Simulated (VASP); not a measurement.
Write the native input for VASP 6.6.1 that does the following.

* Task: relaxation of cell and atoms
* Functional: PBE
* Potentials or basis: VASP PAW PBE potentials, release 64 (La, O)
* Cutoff: 600 eV
* k mesh: 12 × 12 × 4
* Occupations: gaussian, width 0.1 eV
* Spin: no spin polarisation
* Dipole correction: no
* Further INCAR settings: ALGO = Normal; EDIFF = 1e-06; IBRION = 2; EDIFFG = -0.01; NSW = 100; ISIF = 3

The structure of La3O2 lies in POSCAR:

```
La3O2
1.0
    3.6807613377      0.0000000000      0.0000000000
   -1.8403806689      3.1876328237      0.0000000000
    0.0000000000      0.0000000000      9.4842948645
La O
3 2
Direct
    0.3333333333      0.6666666667      0.6873337176
    0.6666666667      0.3333333333      0.3126662824
    0.0000000000      0.0000000000      0.0000000000
    0.3333333333      0.6666666667      0.1466211864
    0.6666666667      0.3333333333      0.8533788136
```

These files were run (other wordings do the same):

INCAR

```
SYSTEM = La3O2
PREC = Accurate
ENCUT = 600
EDIFF = 1E-6
ISMEAR = 0
SIGMA = 0.1
LREAL = .FALSE.
LASPH = .TRUE.
NELM = 60
ALGO = Normal
ISIF = 3
LWAVE = .FALSE.
LCHARG = .FALSE.
GGA = PE
IBRION = 2
NSW = 100
EDIFFG = -0.01
```

KPOINTS

```
regular mesh
0
G
  12 12 4
  0 0 0
```

Potentials or basis: VASP PAW PBE potentials, release 64 (La, O).

Run with:

```console
$ cat potpaw_PBE.64/La/POTCAR potpaw_PBE.64/O/POTCAR > POTCAR
$ mpirun -np 1 vasp_std > vasp.out
```

It gave:

| Property | Result |
| --- | --- |
| Relaxed volume | 22.24 Å³/atom |
| Relaxed cell | a = 3.686 Å, b = 3.686 Å, c = 9.449 Å, α = 90.00°, β = 90.00°, γ = 120.00° |
| Space group after relaxing (to 0.05 Å) | P-3m1 (No. 164) |
| Energy gained by relaxing | 0.4 meV/atom |
| Ionic steps | 7 |
| Pressure after relaxing | 0.0 GPa |
| Largest force after relaxing | 0.005 eV/Å |

Caveat: an odd number of electrons without spin polarisation forces a metal; a magnetic or distorted state may lie lower.

It took 18 min on 1 thread of Intel(R) Xeon(R) Platinum 8375C CPU @ 2.90GHz (Ice Lake) (shared host), peak memory 0.44 GiB.
